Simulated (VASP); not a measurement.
# In6GaP8 (a cell with a defect) in VASP: single point with PBE

Aim: the single point of In6GaP8 (a cell with a defect) with PBE.

Program: VASP 6.6.1. These are calculated values, not measurements. Logs are shortened: lines on timing, memory, paths and dates and some standing lists are left out, and cuts for length are marked.

## Step 1: The cell of the first run

The cell holds a defect, 15 atoms: a = 8.428 Å, b = 8.428 Å, c = 8.428 Å, α = 60.00°, β = 60.00°, γ = 60.00°.

## Step 2: Single point, PBE

File INCAR:

```
  ALGO = Normal
  EDIFF = 1E-6
  ENCUT = 520
  GGA = PE
  ISIF = 2
  ISMEAR = 0
  LASPH = T
  LCHARG = F
  LREAL = Auto
  LWAVE = F
  NBANDS = 78
  NELM = 80
  PREC = Accurate
  SIGMA = 0.02
```

File KPOINTS:

```
k-points
0
Gamma
  3 3 3
```

File POSCAR:

```
In6GaP8
1.0
    0.0000000000      5.9597880294     -5.9597880294
   -5.9597880294      0.0000000000     -5.9597880294
   -5.9597880294      5.9597880294      0.0000000000
Ga In P
1 6 8
Direct
    0.2706356320     -0.0435445017      0.4564556636
    0.5320752994      0.4699866818      0.4953770143
   -0.0486797515      0.5422481444      0.5064222058
    0.5320752994     -0.0046229832     -0.0300133158
   -0.0486797515      1.0064222033      0.0422481469
    0.4728536462      0.5027770258      0.0027770283
    0.0109832765      0.4879230579     -0.0120769396
    0.5619117632      0.1192614564      0.1799909652
    0.1503397429      0.1075959408      0.1211460871
    0.6338094545      0.6114141949      0.1114141974
    0.0973456601      0.6324059650      0.1324059675
    0.7699512931      0.1116496924      0.6116496899
   -0.0218731773      0.1553460451      0.6553460426
    0.5619117632      0.6799909628      0.6192614539
    0.1503397429      0.6211460847      0.6075959383
```

Potentials or basis: VASP PAW PBE potentials, release 64 (Ga_d, In_d, P).

The run is started by

```bash
cat potpaw_PBE.64/Ga_d/POTCAR potpaw_PBE.64/In_d/POTCAR potpaw_PBE.64/P/POTCAR > POTCAR
mpirun -np 1 vasp_std > vasp.out
```

OUTCAR:

```text
EDIFF = 1E-6
   ENCUT = 520
   GGA = PE
   ISIF = 2
   ISMEAR = 0
   LASPH = T
   LREAL = Auto
   NELM = 80
   PREC = Accurate

 ion  position               nearest neighbor table
   1  0.271  0.956  0.456-  13 2.50  14 2.79   8 2.79  15 2.93   9 2.93
   2  0.532  0.470  0.495-  14 2.62  15 2.63  10 2.65  12 2.66   3 3.92   4 4.00
   3  0.951  0.542  0.506-  11 2.59  15 2.66  14 2.68  13 2.78   5 3.91   2 3.92
   4  0.532  0.995  0.970-   8 2.62   9 2.63  10 2.65  12 2.66   5 3.92   2 4.00
   5  0.951  0.006  0.042-  11 2.59   9 2.66   8 2.68  13 2.78   3 3.91   4 3.92
   6  0.473  0.503  0.003-  11 2.58  10 2.62   8 2.67  14 2.67   7 4.02
   7  0.011  0.488  0.988-  10 2.60  11 2.60   9 2.62  15 2.62   6 4.02
   8  0.562  0.119  0.180-   4 2.62   6 2.67   5 2.68   1 2.79
   9  0.150  0.108  0.121-   7 2.62   4 2.63   5 2.66   1 2.93
  10  0.634  0.611  0.111-   7 2.60   6 2.62   2 2.65   4 2.65
  11  0.097  0.632  0.132-   6 2.58   5 2.59   3 2.59   7 2.60
  12  0.770  0.112  0.612-  13 2.19   2 2.66   4 2.66
  13  0.978  0.155  0.655-  12 2.19   1 2.50   3 2.78   5 2.78
  14  0.562  0.680  0.619-   2 2.62   6 2.67   3 2.68   1 2.79
  15  0.150  0.621  0.608-   7 2.62   2 2.63   3 2.66   1 2.93

  LATTYP: Found a face centered cubic cell.
 ALAT       =    11.9195760588

  Lattice vectors:

 A1 = (   0.0000000000,   5.9597880294,  -5.9597880294)
 A2 = (  -5.9597880294,   0.0000000000,  -5.9597880294)
 A3 = (  -5.9597880294,   5.9597880294,   0.0000000000)

Analysis of symmetry for initial positions (statically):
=====================================================================
 Subroutine PRICEL returns:
 Original cell was already a primitive cell.

 Routine SETGRP: Setting up the symmetry group for a
 face centered cubic supercell.

 Subroutine GETGRP returns: Found  2 space group operations
 (whereof  1 operations were pure point group operations)
 out of a pool of 48 trial point group operations.

The static configuration has the point symmetry C_1 .
 The point group associated with its full space group is C_1h.

Analysis of symmetry for dynamics (positions and initial velocities):
=====================================================================
 Subroutine PRICEL returns:
 Original cell was already a primitive cell.

 Routine SETGRP: Setting up the symmetry group for a
 face centered cubic supercell.

[... 132 lines left out ...]
   EFERMI_NEDOS =   21; number of points for ismear=-14 and -15
   IALGO  =     38    algorithm
   IMIX   =      4    mixing-type and parameters
     AMIX     =   0.40;   BMIX     =  1.00
     AMIX_MAG =   1.60;   BMIX_MAG =  1.00
  volume/ion in A,a.u.               =      28.22       190.47
  Fermi-wavevector in a.u.,A,eV,Ry     =   1.107281  2.092457 16.681707  1.226071
  Thomas-Fermi vector in A             =   2.243793
   LORBIT       =      0    0 simple, 1 ext, 2 COOP (PROOUT), +10 PAW based schemes
   GGA     = PE    functional components
   LHFCALC =     F    Hartree Fock is set to
   AEXX    =    0.0000 exact exchange contribution
   IVDW    =     0    specifies the selected vdW correction
   LEPSILON=     F    determine dielectric tensor
   LRPA    =     F    only Hartree local field effects (RPA)
 non-spin polarized calculation
 Gauss-broadening in eV      SIGMA  =   0.02
  energy-cutoff  :      520.00
  volume of cell :      423.37
 maximum number of plane-waves:     11527
 NGX is ok and might be reduce to    64
   NGX = 31   NGY = 31   NGZ = 31

 number of electron     130.9999996 magnetization

 Free energy of the ion-electron system (eV)
  ---------------------------------------------------
  ext. energy  EPLUGINS =         0.00000000
  ---------------------------------------------------
  free energy    TOTEN  =       -61.04552860 eV

  energy without entropy =      -61.04331624  energy(sigma->0) =      -61.04442242

 E-fermi :   3.4268     XC(G=0):  -8.6875

 val. band max:        3.4174198135   @ k =  -0.3333   0.3333   0.0000
 cond. band min:       3.4849482101   @ k =   0.0000   0.0000   0.0000
 fundamental gap:      0.0675283966
 Fermi energy:         3.4267763357

 k-point     1 :       0.0000    0.0000    0.0000
  band No.  band energies     occupation
      1     -11.0981      2.00000
      2     -11.0725      2.00000
      3     -11.0607      2.00000
      4     -11.0589      2.00000
      5     -11.0388      2.00000
      6     -10.6393      2.00000
[... 789 lines left out ...]
     76       7.3200      0.00000
     77       7.4936      0.00000
 [bands above 77 left out]

------------------------ aborting loop because EDIFF is reached ----------------------------------------

  FORCE on cell =-STRESS in cart. coord.  units (eV):
  Direction    XX          YY          ZZ          XY          YZ          ZX
  --------------------------------------------------------------------------------------
  -------------------------------------------------------------------------------------
  Total       -5.2263372    -12.0107703    -12.0107703     -0.1719861      1.4295186      0.1719860
  in kB      -19.7781458    -45.4526291    -45.4526291     -0.6508509      5.4097594      0.6508503
  external PRESSURE =     -36.8944680 kB  Pullay stress =       0.0000000 kB

 VOLUME and BASIS-vectors are now :
 -----------------------------------------------------------------------------
  energy-cutoff  :      520.00
  volume of cell :      423.37
      direct lattice vectors                 reciprocal lattice vectors
     0.000000000  5.959788029 -5.959788029     0.083895601  0.083895601 -0.083895601
    -5.959788029  0.000000000 -5.959788029    -0.083895601 -0.083895601 -0.083895601
    -5.959788029  5.959788029  0.000000000    -0.083895601  0.083895601  0.083895601

 POSITION                                       TOTAL-FORCE (eV/Angst)
 -----------------------------------------------------------------------------------
     -8.42065      4.33331     -7.31320         0.002567     -0.015834      0.015834
     -5.75336      6.12340     -5.97208         0.002128      0.009807      0.007487
     -6.24985      8.68784     -8.90135        -0.000385     -0.017453     -0.003152
    -11.71315      8.95197     -9.10329         0.002128     -0.007487     -0.009807
     -0.29006      5.92146     -5.70794        -0.000385      0.003152      0.017453
     -3.01299      2.83466     -5.81455        -0.008072      0.002925     -0.002925
     -8.79573      5.95327     -2.97338         0.003939      0.006145     -0.006145
     -1.78348      4.42158     -4.05965         0.003496      0.004090      0.003193
     -1.36325      1.61800     -1.53724        -0.003119      0.013038     -0.002684
     -4.30790      4.44137     -7.42127         0.007461      0.000875     -0.000875
     -4.55812      1.36927     -4.34916        -0.003348      0.003595     -0.003595
     -4.31071      8.23405     -5.25416         0.001707     -0.016956      0.016956
     -4.83155      9.73515     -6.75526        -0.008492      0.014614     -0.014614
     -7.74327      7.03954     -7.40148         0.003496     -0.003193     -0.004090
     -7.32304      4.51714     -4.59789        -0.003119      0.002684     -0.013038
 -----------------------------------------------------------------------------------
    total drift:                               -0.002314      0.001836      0.002369

  FREE ENERGIE OF THE ION-ELECTRON SYSTEM (eV)
  ---------------------------------------------------
  free  energy   TOTEN  =       -61.0455285983 eV

  energy  without entropy=      -61.0433162359  energy(sigma->0) =      -61.04442242
```

OSZICAR:

```text
N       E                     dE             d eps       ncg     rms          rms(c)
DAV:   1     0.136380759875E+04    0.13638E+04   -0.55189E+04  1560   0.187E+03
DAV:   2     0.180502227787E+03   -0.11833E+04   -0.11549E+04  1568   0.516E+02
DAV:   3    -0.440989419690E+02   -0.22460E+03   -0.21641E+03  1826   0.221E+02
DAV:   4    -0.627398495005E+02   -0.18641E+02   -0.18361E+02  1944   0.599E+01
DAV:   5    -0.634837198606E+02   -0.74387E+00   -0.74110E+00  2280   0.126E+01    0.137E+01
DAV:   6    -0.611060078399E+02    0.23777E+01   -0.59101E+00  2130   0.174E+01    0.742E+00
DAV:   7    -0.610468911466E+02    0.59117E-01   -0.21038E+00  2256   0.546E+00    0.294E+00
DAV:   8    -0.610372559332E+02    0.96352E-02   -0.21201E-01  1948   0.311E+00    0.178E+00
DAV:   9    -0.610421913132E+02   -0.49354E-02   -0.37637E-02  2072   0.988E-01    0.677E-01
DAV:  10    -0.610440394766E+02   -0.18482E-02   -0.59501E-03  2212   0.529E-01    0.373E-01
DAV:  11    -0.610452405367E+02   -0.12011E-02   -0.22888E-03  1888   0.185E-01    0.965E-02
DAV:  12    -0.610454229651E+02   -0.18243E-03   -0.48086E-04  2084   0.132E-01    0.579E-02
DAV:  13    -0.610455030232E+02   -0.80058E-04   -0.15003E-04  2032   0.445E-02    0.264E-02
DAV:  14    -0.610455212611E+02   -0.18238E-04   -0.17787E-05  1676   0.193E-02    0.139E-02
DAV:  15    -0.610455282656E+02   -0.70045E-05   -0.11021E-05  1376   0.119E-02    0.748E-03
DAV:  16    -0.610455285983E+02   -0.33274E-06   -0.10994E-06  1172   0.680E-03
   1 F= -.61045529E+02 E0= -.61044422E+02  d E =-.221236E-02
```

Run time: 8.6 min. Hardware: 1 thread of Intel Xeon Platinum 8375C at 2.90GHz (Ice Lake), shared host; peak memory 0.66 GiB.

Results:

```
Free energy   : -61.0455 eV
Pressure      : -3.7 GPa
Largest force : 0.024 eV/Å
```

Forces on the atoms (eV/Å):
```
Ga   0.003 -0.016  0.016
In   0.002  0.010  0.007
In   0.000 -0.017 -0.003
In   0.002 -0.007 -0.010
In   0.000  0.003  0.017
In  -0.008  0.003 -0.003
In   0.004  0.006 -0.006
P    0.003  0.004  0.003
P   -0.003  0.013 -0.003
P    0.007  0.001 -0.001
P   -0.003  0.004 -0.004
P    0.002 -0.017  0.017
P   -0.008  0.015 -0.015
P    0.003 -0.003 -0.004
P   -0.003  0.003 -0.013
```

Stress tensor (GPa, compression positive):
```
-1.98 -0.07  0.07
-0.07 -4.55  0.54
 0.07  0.54 -4.55
```

Levels at points of the mesh, in eV from the Fermi level:
```
           k point  band 63  band 64  band 65  band 66  band 67  band 68
(0.00, 0.00, 0.00)    -0.11    -0.03     0.06     0.06     0.12     1.18
```

Caveat: spin-orbit coupling is left out, which moves the levels of the heavy elements.
